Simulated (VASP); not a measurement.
# Ta (P6_3/mmc) in VASP: further runs

Runs on Ta. Level: PBEsol. Tasks: single point.

Everything below comes from runs of VASP 6.6.1. Logs are shortened: lines on timing, memory, paths and dates and some standing lists are left out, and cuts for length are marked.

### 1 The cell of the first run

Symmetry: P6_3/mmc, No. 194, hexagonal system. Conventional cell: a = 2.810 Å, b = 2.810 Å, c = 5.505 Å, α = 90.00°, β = 90.00°, γ = 120.00°. Ta (site symmetry -6m2) has 12 Ta at 2.81 to 3.20 Å within 3.7 Å.

### 2 Single point, PBEsol

Contents of INCAR:

```
SYSTEM = Ta
PREC = Accurate
ENCUT = 520
EDIFF = 1E-6
ISMEAR = 0
SIGMA = 0.15
LREAL = .FALSE.
LASPH = .TRUE.
NELM = 60
ALGO = Fast
ISIF = 2
LWAVE = .FALSE.
LCHARG = .FALSE.
GGA = PS
NBANDS = 18
```

Contents of KPOINTS:

```
regular mesh
0
G
  21 21 10
  0 0 0
```

Contents of POSCAR:

```
Ta
1.0
    2.8096754255      0.0000000000      0.0000000000
   -1.4048377127      2.4332502948      0.0000000000
    0.0000000000      0.0000000000      5.5051931301
Ta
2
Direct
    0.6666666667      0.3333333333      0.7500000000
    0.3333333333      0.6666666667      0.2500000000
```

Potentials or basis: VASP PAW PBE potentials, release 64 (Ta_pv).

Started as:

```bash
$ cat potpaw_PBE.64/Ta_pv/POTCAR > POTCAR
$ mpirun -np 1 vasp_std > vasp.out
```

OUTCAR:

```text
SYSTEM = Ta
   PREC = Accurate
   ENCUT = 520
   EDIFF = 1E-6
   ISMEAR = 0
   LREAL = .FALSE.
   LASPH = .TRUE.
   NELM = 60
   ISIF = 2
   GGA = PS

 ion  position               nearest neighbor table
   1  0.667  0.333  0.750-   2 3.20   2 3.20   2 3.20   2 3.20   2 3.20   2 3.20
   2  0.333  0.667  0.250-   1 3.20   1 3.20   1 3.20   1 3.20   1 3.20   1 3.20

  LATTYP: Found a hexagonal cell.
 ALAT       =     2.8096754255
 C/A-ratio  =     1.9593697835

  Lattice vectors:

 A1 = (   2.8096754255,   0.0000000000,   0.0000000000)
 A2 = (  -1.4048377127,   2.4332502948,   0.0000000000)
 A3 = (   0.0000000000,   0.0000000000,   5.5051931301)

Analysis of symmetry for initial positions (statically):
=====================================================================
 Subroutine PRICEL returns:
 Original cell was already a primitive cell.

 Routine SETGRP: Setting up the symmetry group for a
 hexagonal supercell.

 Subroutine GETGRP returns: Found 24 space group operations
 (whereof 12 operations were pure point group operations)
 out of a pool of 24 trial point group operations.

The static configuration has the point symmetry D_3d.
 The point group associated with its full space group is D_6h.

Analysis of symmetry for dynamics (positions and initial velocities):
=====================================================================
 Subroutine PRICEL returns:
 Original cell was already a primitive cell.

 Routine SETGRP: Setting up the symmetry group for a
 hexagonal supercell.

 Subroutine GETGRP returns: Found 24 space group operations
 (whereof 12 operations were pure point group operations)
 out of a pool of 24 trial point group operations.

The dynamic configuration has the point symmetry D_3d.
 The point group associated with its full space group is D_6h.

 Subroutine INISYM returns: Found 24 space group operations
 (whereof 12 operations are pure point group operations),
 and found     1 'primitive' translations

----------------------------------------------------------------------------------------

                                     Primitive cell

  volume of cell :      37.6370

  direct lattice vectors                    reciprocal lattice vectors
     2.809675426  0.000000000  0.000000000     0.355912997  0.205486464  0.000000000
    -1.404837713  2.433250295  0.000000000     0.000000000  0.410972929  0.000000000
     0.000000000  0.000000000  5.505193130     0.000000000  0.000000000  0.181646670

  length of vectors
[... 78 lines left out ...]
   LSORBIT =      F    spin-orbit coupling
   LASPH  =      T    aspherical Exc in radial PAW
   ENCUT  =  520.0 eV  38.22 Ry    6.18 a.u.   5.22  5.22 10.24*2*pi/ulx,y,z
   NELM   =     60;   NELMIN=  2; NELMDL= -5     # of ELM steps
   EDIFF  = 0.1E-05   stopping-criterion for ELM
   LREAL  =      F    real-space projection
   EDIFFG = 0.1E-04   stopping-criterion for IOM
   NSW    =      0    number of steps for IOM
   IBRION =     -1    ionic relax: 0-MD 1-quasi-New 2-CG
   NFREE  =      0    steps in history (QN), initial steepest desc. (CG)
   ISIF   =      2    stress and relaxation
   ISYM   =      2    0-nonsym 1-usesym 2-fastsym
   POTIM  = 0.5000    time-step for ionic-motion
   TEBEG  =    0.0;   TEEND  =   0.0 temperature during run
   PSTRESS=    0.0 pullay stress
   NELECT =      22.0000    total number of electrons
   NUPDOWN=      -1.0000    fix difference up-down
   EMIN   =  10.00;   EMAX   =-10.00  energy-range for DOS
   EFERMI =   0.00;   METHOD = LEGACY
   ISMEAR =     0;   SIGMA  =   0.15  broadening in eV -4-tet -1-fermi 0-gaus
   EFERMI_NEDOS =   21; number of points for ismear=-14 and -15
   IALGO  =     68    algorithm
   IMIX   =      4    mixing-type and parameters
     AMIX     =   0.40;   BMIX     =  1.00
     AMIX_MAG =   1.60;   BMIX_MAG =  1.00
  volume/ion in A,a.u.               =      18.82       126.99
  Fermi-wavevector in a.u.,A,eV,Ry     =   1.368812  2.586680 25.492516  1.873647
  Thomas-Fermi vector in A             =   2.494743
   LORBIT       =      0    0 simple, 1 ext, 2 COOP (PROOUT), +10 PAW based schemes
   GGA     = PS    functional components
   LHFCALC =     F    Hartree Fock is set to
   AEXX    =    0.0000 exact exchange contribution
   IVDW    =     0    specifies the selected vdW correction
   LEPSILON=     F    determine dielectric tensor
   LRPA    =     F    only Hartree local field effects (RPA)
 non-spin polarized calculation
 RMM-DIIS sequential band-by-band and
 Gauss-broadening in eV      SIGMA  =   0.15
  energy-cutoff  :      520.00
  volume of cell :       37.64
 maximum number of plane-waves:      1032
 NGX is ok and might be reduce to    24

 number of electron      22.0000003 magnetization

 Free energy of the ion-electron system (eV)
  ---------------------------------------------------
  ext. energy  EPLUGINS =         0.00000000
  ---------------------------------------------------
  free energy    TOTEN  =       -24.34706306 eV

  energy without entropy =      -24.31517938  energy(sigma->0) =      -24.33112122

 E-fermi :   5.3465     XC(G=0): -12.4644

 val. band max:        5.3451785537   @ k =   0.4762   0.0476   0.0000
 cond. band min:       5.3502943988   @ k =   0.2381   0.1429   0.1000
 fundamental gap:      0.0051158450
 Fermi energy:         5.3464923308

 k-point     1 :       0.0000    0.0000    0.0000
  band No.  band energies     occupation
      1     -29.0653      2.00000
      2     -28.4617      2.00000
      3     -28.0006      2.00000
      4     -28.0006      2.00000
      5     -27.9563      2.00000
      6     -27.9563      2.00000
[... 481 lines left out ...]
      5     -28.1982      2.00000
      6     -28.1421      2.00000
[... 10 lines left out ...]
     17      10.3810      0.00000
     18      12.5214      0.00000

 [... further k-points ...]
[... 5 lines left out ...]
  --------------------------------------------------------------------------------------
  -------------------------------------------------------------------------------------
  Total        0.5538850      0.5538850     -4.2148600      0.0000000      0.0000000      0.0000000
  in kB       23.5784191     23.5784191   -179.4230530      0.0000000      0.0000000      0.0000000
  external PRESSURE =     -44.0887383 kB  Pullay stress =       0.0000000 kB

 VOLUME and BASIS-vectors are now :
 -----------------------------------------------------------------------------
  energy-cutoff  :      520.00
  volume of cell :       37.64
      direct lattice vectors                 reciprocal lattice vectors
     2.809675426  0.000000000  0.000000000     0.355912997  0.205486464  0.000000000
    -1.404837713  2.433250295  0.000000000     0.000000000  0.410972929  0.000000000
     0.000000000  0.000000000  5.505193130     0.000000000  0.000000000  0.181646670

 POSITION                                       TOTAL-FORCE (eV/Angst)
 -----------------------------------------------------------------------------------
      1.40484      0.81108      4.12889        -0.000000      0.000000      0.000000
     -0.00000      1.62217      1.37630         0.000000      0.000000      0.000000
 -----------------------------------------------------------------------------------
    total drift:                                0.000000     -0.000000      0.000000

  FREE ENERGIE OF THE ION-ELECTRON SYSTEM (eV)
  ---------------------------------------------------
  free  energy   TOTEN  =       -24.3470630617 eV

  energy  without entropy=      -24.3151793828  energy(sigma->0) =      -24.33112122
```

OSZICAR:

```text
N       E                     dE             d eps       ncg     rms          rms(c)
DAV:   1     0.168912885765E+03    0.16891E+03   -0.12816E+04 10376   0.126E+03
DAV:   2    -0.210726068036E+02   -0.18999E+03   -0.18680E+03 12826   0.355E+02
DAV:   3    -0.252853068109E+02   -0.42127E+01   -0.41484E+01 12330   0.498E+01
DAV:   4    -0.253167020246E+02   -0.31395E-01   -0.31332E-01 12000   0.448E+00
DAV:   5    -0.253169188919E+02   -0.21687E-03   -0.21685E-03 11588   0.365E-01    0.186E+01
RMM:   6    -0.245808510337E+02    0.73607E+00   -0.67626E-01 10550   0.610E+00    0.906E+00
RMM:   7    -0.243456842464E+02    0.23517E+00   -0.84902E-01 11582   0.632E+00    0.503E-01
RMM:   8    -0.243462402171E+02   -0.55597E-03   -0.47563E-02 12498   0.165E+00    0.484E-01
RMM:   9    -0.243475479838E+02   -0.13078E-02   -0.13065E-02 12879   0.721E-01    0.352E-01
RMM:  10    -0.243470589418E+02    0.48904E-03   -0.39064E-03 11244   0.477E-01    0.104E-01
RMM:  11    -0.243470540721E+02    0.48696E-05   -0.47446E-04 13642   0.170E-01    0.497E-02
RMM:  12    -0.243470616925E+02   -0.76204E-05   -0.91114E-05 14033   0.683E-02    0.430E-02
RMM:  13    -0.243470622511E+02   -0.55862E-06   -0.11447E-05 12420   0.226E-02    0.308E-02
RMM:  14    -0.243470630617E+02   -0.81063E-06   -0.68645E-06 11343   0.197E-02
   1 F= -.24347063E+02 E0= -.24331121E+02  d E =-.318837E-01
```

Run time: 88 s. Hardware: 1 thread of Intel Xeon Platinum 8559C (Emerald Rapids), shared host; peak memory 0.28 GiB.

What came out:

```yaml
Free_energy: -24.3471 eV
Pressure: -4.4 GPa
Band_gap_on_the_k_mesh: zero (band 11 reaches 7.05 eV, above the bottom of band 12 at 4.53 eV)
```

Stress tensor (GPa, compression positive):
```
  2.36   0.00   0.00
  0.00   2.36   0.00
  0.00   0.00 -17.94
```

Caveat: the PAW data sets were made with another functional, which shifts forces and pressure a little; spin-orbit coupling is left out, which moves the levels of the heavy elements.

### 3 Single point, PBEsol

This run uses another cell than the first one, of the same volume but with other edges.

Contents of INCAR:

```
ALGO = Fast ; EDIFF = 1E-6
ENCUT = 520 ; GGA = PS
ISIF = 2 ; ISMEAR = 0
LASPH = True ; LCHARG = False
LREAL = False ; LWAVE = False
NBANDS = 18 ; NELM = 100
PREC = Accurate ; SIGMA = 0.15
```

Contents of KPOINTS:

```
k-points
0
Gamma
  21 21 10
```

Contents of POSCAR:

```
Ta
1.0
    2.9401081346      0.0000000000      0.0000000000
   -1.4700540673      2.5462083345      0.0000000000
    0.0000000000      0.0000000000      5.0275715252
Ta
2
Direct
    0.6666666667      0.3333333333      0.7500000000
    0.3333333333      0.6666666667      0.2500000000
```

Potentials or basis: VASP PAW PBE potentials, release 64 (Ta_pv).

Started as:

```bash
$ cat potpaw_PBE.64/Ta_pv/POTCAR > POTCAR
$ mpirun -np 1 vasp_std > vasp.out
```

It took 80 s on 1 thread of Intel Xeon Platinum 8559C (Emerald Rapids), shared host; peak memory 0.28 GiB.

It converged, with:

```yaml
Free_energy: -24.4702 eV
Pressure: -7.2 GPa
Band_gap_on_the_k_mesh: zero (band 11 reaches 6.79 eV, above the bottom of band 12 at 4.71 eV)
```

Stress tensor (GPa, compression positive):
```
-9.56  0.00  0.00
 0.00 -9.56  0.00
 0.00  0.00 -2.57
```

Levels at points of the mesh, in eV from the Fermi level:
| k point | band 8 | band 9 | band 10 | band 11 | band 12 | band 13 | band 14 | band 15 |
| --- | --- | --- | --- | --- | --- | --- | --- | --- |
| (0.00, 0.00, 0.00) | -4.81 | -0.16 | 0.21 | 0.50 | 0.50 | 1.16 | 1.16 | 2.58 |
| (0.00, 0.00, 0.50) | -6.26 | -0.96 | -0.96 | 0.50 | 0.50 | 0.50 | 0.50 | 4.30 |

Caveat: the PAW data sets were made with another functional, which shifts forces and pressure a little; spin-orbit coupling is left out, which moves the levels of the heavy elements.
